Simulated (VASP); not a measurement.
Wanted: the native input for a VASP 6.6.1 run.

```
Task                   : single point
Functional             : LDA
Potentials or basis    : VASP PAW LDA potentials, release 64 (In_d, Cu)
Cutoff                 : 520 eV
k mesh                 : 10 × 10 × 10
Occupations            : gaussian, width 0.15 eV
Spin                   : no spin polarisation
Dipole correction      : no
Further INCAR settings : ALGO = Fast; EDIFF = 1e-07; NBANDS = 33
```

The structure of In3Cu lies in POSCAR:

```
In3Cu
1.0
    4.3342258865      0.1173691784      0.1173691784
    0.1173691784      4.3342258865      0.1173691784
    0.1173691784      0.1173691784      4.3342258865
In Cu
3 1
Direct
    0.0000000000      0.5000000000      0.5000000000
    0.5000000000      0.0000000000      0.5000000000
    0.5000000000      0.5000000000      0.0000000000
    0.0000000000      0.0000000000      0.0000000000
```

These files were run (other wordings do the same):

INCAR

```
SYSTEM = In3Cu
ALGO     = Fast           ! electronic algorithm
EDIFF    = 1E-7           ! SCF threshold, eV
ENCUT    = 520            ! plane-wave cutoff, eV
ISIF     = 2              ! what is computed and relaxed
ISMEAR   = 0              ! smearing method
LASPH    = .True.         ! aspherical terms in the spheres
LCHARG   = .False.        ! write CHGCAR
LREAL    = .False.        ! projectors in reciprocal space
LWAVE    = .False.        ! write WAVECAR
NBANDS   = 33             ! bands
NELM     = 60             ! most SCF steps
PREC     = Accurate       ! precision mode
SIGMA    = 0.15           ! smearing width, eV
```

KPOINTS

```
k-points
0
Gamma
  10 10 10
  0 0 0
```

Potentials or basis: VASP PAW LDA potentials, release 64 (In_d, Cu).

Launch:

```sh
$ cat potpaw_LDA.64/In_d/POTCAR potpaw_LDA.64/Cu/POTCAR > POTCAR
$ mpirun -np 1 vasp_std > vasp.out
```

It gave:

```json
{
  "Pressure": "0.1 GPa",
  "Band gap on the k mesh": "zero (band 25 reaches 10.55 eV, above the bottom of band 26 at 6.64 eV)"
}
```

Caveat: spin-orbit coupling is left out, which moves the levels of the heavy elements.

It took 4.6 min on 1 thread of Intel(R) Xeon(R) 6975P-C (Granite Rapids), on a shared host, peak memory 0.35 GiB.
